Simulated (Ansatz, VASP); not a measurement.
## HfN in VASP and in Ansatz

INCAR

```
SYSTEM = HfN
ALGO     = Normal         ! electronic algorithm
EDIFF    = 1E-6           ! SCF threshold, eV
ENCUT    = 520            ! plane-wave cutoff, eV
GGA      = PS             ! functional
ISIF     = 2              ! what is computed and relaxed
ISMEAR   = 0              ! smearing method
LASPH    = .TRUE.         ! aspherical terms in the spheres
LCHARG   = .FALSE.        ! write CHGCAR
LREAL    = .FALSE.        ! projectors in reciprocal space
LWAVE    = .FALSE.        ! write WAVECAR
NBANDS   = 14             ! bands
NELM     = 60             ! most SCF steps
PREC     = Accurate       ! precision mode
SIGMA    = 0.1            ! smearing width, eV
```

The input KPOINTS:

```
k-points
0
G
  16 16 16
  0 0 0
```

The input POSCAR:

```
HfN
1.0
    0.0000000000      2.2281333066      2.2281333066
    2.2281333066      0.0000000000      2.2281333066
    2.2281333066      2.2281333066      0.0000000000
Hf N
1 1
Direct
    0.0000000000      0.0000000000      0.0000000000
    0.5000000000      0.5000000000      0.5000000000
```

Input for Ansatz:

```yaml
crystal:
  lattice:
    - [0.0, 2.2281332891, 2.2281332891]
    - [2.2281332891, 0.0, 2.2281332891]
    - [2.2281332891, 2.2281332891, 0.0]
  atoms:
    - { symbol: Hf, position: [0.0, 0.0, 0.0] }
    - { symbol: "N", position: [0.5, 0.5, 0.5] }
basis:
  ecutwfc: 420
kpoints:
  mp_grid: { grid: [16, 16, 16] }
hamiltonian:
  xc: pbesol
scf:
  occupations: { method: gaussian, width: 0.1 }
output:
  forces: true
  stress: true
  eigenvalues: true
```

Alike in both runs: task single point; functional PBEsol; k mesh 16 × 16 × 16; occupations gaussian, width 0.1 eV; no spin polarisation.

```csv
,VASP,Ansatz
version,VASP 6.6.1,Ansatz 0.2.0
potentials or method,"VASP PAW PBE potentials, release 64 (Hf_pv, N), cutoff 520 eV","scalar-relativistic, plane waves, PAW"
valence electrons in the cell,15,31
```

|  | VASP | Ansatz | Ansatz less VASP |
| --- | --- | --- | --- |
| gap on the k mesh at the Fermi level (eV) | none | none | - |
| pressure (GPa) | 7.0 | 9.2 | +2.22 |

VASP's potentials were made for PBE, not for PBEsol. A gap of «none» marks a metal or a gap that the smearing closes. VASP's potentials hold 15 valence electrons a cell and Ansatz's 31, so a difference there can come from the potentials and not from the codes.

Spin-orbit coupling is off throughout.
